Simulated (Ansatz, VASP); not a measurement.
## Fe in VASP and in Ansatz

```xyz
1
Lattice="-1.3746 1.3746 1.3746 1.3746 -1.3746 1.3746 1.3746 1.3746 -1.3746" Properties=species:S:1:pos:R:3 pbc="T T T"
Fe    0.0000    0.0000    0.0000
```

Alike in both runs: task single point; functional LDA; k mesh 6 × 6 × 6; occupations fermi-dirac, width 0.05 eV; collinear spin.

|  | VASP | Ansatz |
| --- | --- | --- |
| version | VASP 6.6.1 | Ansatz 0.2.0 |
| potentials or method | VASP PAW LDA potentials, release 64 (Fe_sv), cutoff 600 eV | plane waves (420 eV) with PAW, scalar-relativistic |
| valence electrons in the cell | 16 | 16 |

|  | VASP | Ansatz | Ansatz less VASP |
| --- | --- | --- | --- |
| pressure (GPa) | -1.8 | 3.1 | +4.95 |
| net moment per atom (μB) | 2.09 | 2.16 | +0.065 |
| size of the moment on the site where the two differ most (μB) | 2.05 | 2.16 | +0.106 |

Ansatz warns that its potentials were made for another functional, while VASP's fit it. LDA's correlation is that of Perdew and Zunger in VASP and of Perdew and Wang (1992) in Ansatz. Site moments also hang on the region over which each program counts them. One of these differences is far larger than is usual between the two programs; its cause wasn't traced.

The k mesh is coarse, so the values compare programs but aren't converged.
